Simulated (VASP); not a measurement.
Input of a VASP 6.6.1 run:

The input INCAR:

```
PREC = Accurate
ENCUT = 520
EDIFF = 1E-7
ISMEAR = -1
SIGMA = 0.02
LREAL = Auto
LASPH = True
NELM = 80
ALGO = Normal
ISIF = 2
LWAVE = False
LCHARG = True
GGA = PE
IVDW = 12
LELF = True
LVHAR = True
NBANDS = 45
```

File KPOINTS:

```
regular mesh
0
Gamma
  1 1 1
```

POSCAR

```
H4C
1.0
    7.8912360000      0.0000000000      0.0000000000
    0.0000000000      7.8912360000      0.0000000000
    0.0000000000      0.0000000000      7.8912360000
C H
6 24
Direct
    0.4030547306      0.2898278546      0.4801909359
    0.1580614241      0.7231186597      0.8758830683
    0.6832263032      0.9356328971      0.9928736132
    0.0106320480      0.3330783669      0.0424901752
    0.7748722760      0.5846485899      0.6708454797
    0.9322240521      0.9981452842      0.2859374628
    0.3426839598      0.3520614515      0.3705123000
    0.3596901677      0.3706897120      0.5931263493
    0.5304745670      0.2872427082      0.4478512618
    0.3549887495      0.1762968437      0.5019745956
    0.0665168296      0.7028810189      0.9918471580
    0.2653830148      0.6525466986      0.9153825839
    0.2295204452      0.8632868159      0.8433279654
    0.1296755033      0.6850257678      0.7420257105
    0.6796527185      0.8402485998      1.0897785847
    0.8004449493      0.9689103203      0.9363045282
    0.6388352851      1.0478333179      1.0588075176
    0.5911748172      0.9008347995      0.8917614427
    0.0805323779      0.3108638495      0.1698466501
    0.0921401920      0.3118396155     -0.0603961154
   -0.0474577113      0.4631213665      0.0478125353
   -0.0888073807      0.2374913131      0.0044606447
    0.8616647633      0.4645406626      0.6872687625
    0.7861379383      0.7149957244      0.6114758195
    0.7489701233      0.6004889475      0.8011292528
    0.6671831890      0.5219461185      0.6104747089
    0.7987215184      0.9483305277      0.3129421044
    1.0210314328      0.9819754472      0.3764936190
    0.9281309037      1.1536342342      0.2406213678
    0.9864994533      0.9236322421      0.1684526987
```

Potentials or basis: VASP PAW PBE potentials, release 64 (C, H).

Run with:

```bash
$ cat potpaw_PBE.64/C/POTCAR potpaw_PBE.64/H/POTCAR > POTCAR
$ mpirun -np 1 vasp_gam > vasp.out
```

(1) Estimate the pressure.

(2) Predict the band gap on the k mesh.

Results:

(1) -0.7 GPa.

(2) 5.95 eV.

Caveat: the k points lie up to 0.80 Å⁻¹ apart.
